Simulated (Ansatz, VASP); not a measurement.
One calculation of ZrN, two programs

Contents of INCAR:

```
SYSTEM = ZrN
PREC = Accurate
ENCUT = 520
EDIFF = 1E-6
ISMEAR = 0
SIGMA = 0.1
LREAL = Auto
LASPH = .TRUE.
NELM = 80
ALGO = Normal
ISIF = 2
LWAVE = .FALSE.
LCHARG = .FALSE.
LDIPOL = .TRUE.
IDIPOL = 3
DIPOL = 0.5 0.5 0.433
GGA = PE
IVDW = 12
NBANDS = 120
```

KPOINTS

```
Automatic mesh
0
G
  4 4 1
  0 0 0
```

POSCAR

```
ZrN
1.0
    6.4475937654      0.0000000000      0.0000000000
   -3.2237968827      5.5837799941      0.0000000000
    0.0000000000      0.0000000000     26.1095478308
N Zr
12 12
Direct
    0.1666666667      0.3333333334      0.3064013231
    0.1666666667      0.8333333334      0.3064013231
    0.6666666667      0.3333333334      0.3064013231
    0.6666666667      0.8333333333      0.3064013231
    0.5000000000      0.5000000000      0.4072157512
    0.5000000000      0.0000000000      0.4072157512
    0.0000000000      0.5000000000      0.4072157512
    0.0000000000      0.0000000000      0.4072157512
    0.8336517226      0.6690842524      0.5086444331
    0.8336517226      0.1645674702      0.5086444331
    0.3336266643      0.6668133321      0.5093979983
    0.3319549442      0.1659774721      0.5073522380
    0.3333333333      0.1666666667      0.3568085371
    0.3333333333      0.6666666667      0.3568085371
    0.8333333333      0.1666666667      0.3568085371
    0.8333333333      0.6666666667      0.3568085371
    0.6677955707      0.3338977854      0.4591064611
    0.6670674397      0.8335337198      0.4592011193
    0.1654798275      0.3331998806      0.4593276870
    0.1654798275      0.8322799469      0.4593276870
   -0.0061131920      0.4969434040      0.5573769501
    0.0021482148      0.0010741074      0.5572965365
    0.5015957134      0.4965616376      0.5585288924
    0.5015957134      0.0050340758      0.5585288924
```

Input for Ansatz:

```yaml
crystal:
  lattice:
    - [6.4475937654, 0.0, 0.0]
    - [-3.2237968827, 5.5837799941, 0.0]
    - [0.0, 0.0, 26.1095478308]
  atoms:
    - { symbol: "N", position: [0.1666666667, 0.3333333334, 0.3064013231] }
    - { symbol: "N", position: [0.1666666667, 0.8333333334, 0.3064013231] }
    - { symbol: "N", position: [0.6666666667, 0.3333333334, 0.3064013231] }
    - { symbol: "N", position: [0.6666666667, 0.8333333333, 0.3064013231] }
    - { symbol: Zr, position: [0.3333333333, 0.1666666667, 0.3568085371] }
    - { symbol: Zr, position: [0.3333333333, 0.6666666667, 0.3568085371] }
    - { symbol: Zr, position: [0.8333333333, 0.1666666667, 0.3568085371] }
    - { symbol: Zr, position: [0.8333333333, 0.6666666667, 0.3568085371] }
    - { symbol: "N", position: [0.5, 0.5, 0.4072157512] }
    - { symbol: "N", position: [0.5, 0.0, 0.4072157512] }
    - { symbol: "N", position: [0.0, 0.5, 0.4072157512] }
    - { symbol: "N", position: [0.0, 0.0, 0.4072157512] }
    - { symbol: Zr, position: [0.6677955707, 0.3338977854, 0.4591064611] }
    - { symbol: Zr, position: [0.6670674397, 0.8335337198, 0.4592011193] }
    - { symbol: Zr, position: [0.1654798275, 0.3331998806, 0.459327687] }
    - { symbol: Zr, position: [0.1654798275, 0.8322799469, 0.459327687] }
    - { symbol: "N", position: [0.8336517226, 0.6690842524, 0.5086444331] }
    - { symbol: "N", position: [0.8336517226, 0.1645674702, 0.5086444331] }
    - { symbol: "N", position: [0.3336266643, 0.6668133321, 0.5093979983] }
    - { symbol: "N", position: [0.3319549442, 0.1659774721, 0.507352238] }
    - { symbol: Zr, position: [-0.006113192, 0.496943404, 0.5573769501] }
    - { symbol: Zr, position: [0.0021482148, 0.0010741074, 0.5572965365] }
    - { symbol: Zr, position: [0.5015957134, 0.4965616376, 0.5585288924] }
    - { symbol: Zr, position: [0.5015957134, 0.0050340758, 0.5585288924] }
basis:
  ecutwfc: 420
kpoints:
  mp_grid: { grid: [4, 4, 1] }
hamiltonian:
  xc: pbe
  dispersion: d3bj
scf:
  occupations: { method: gaussian, width: 0.1 }
output:
  forces: true
  eigenvalues: true
  write_density: true
  volumetric_format: npy
efield:
  axis: 3
  dipole_correction: true
  ramp_width: 0.04
```

Alike in both runs: task single point; functional PBE; dispersion D3(BJ); k mesh 4 × 4 × 1; occupations gaussian, width 0.1 eV; no spin polarisation.

|  | VASP | Ansatz |
| --- | --- | --- |
| version | VASP 6.6.1 | Ansatz 0.2.0 |
| potentials or method | VASP PAW PBE potentials, release 64 (N, Zr_sv), cutoff 520 eV | scalar-relativistic, plane waves, PAW |
| valence electrons in the cell | 204 | 204 |

```csv
,VASP,Ansatz,Ansatz less VASP
gap on the k mesh at the Fermi level (eV),none,none,-
rms of the force components (eV/Å),1.827,1.828,+0.0007
```

A gap of «none» marks a metal or a gap that the smearing closes.
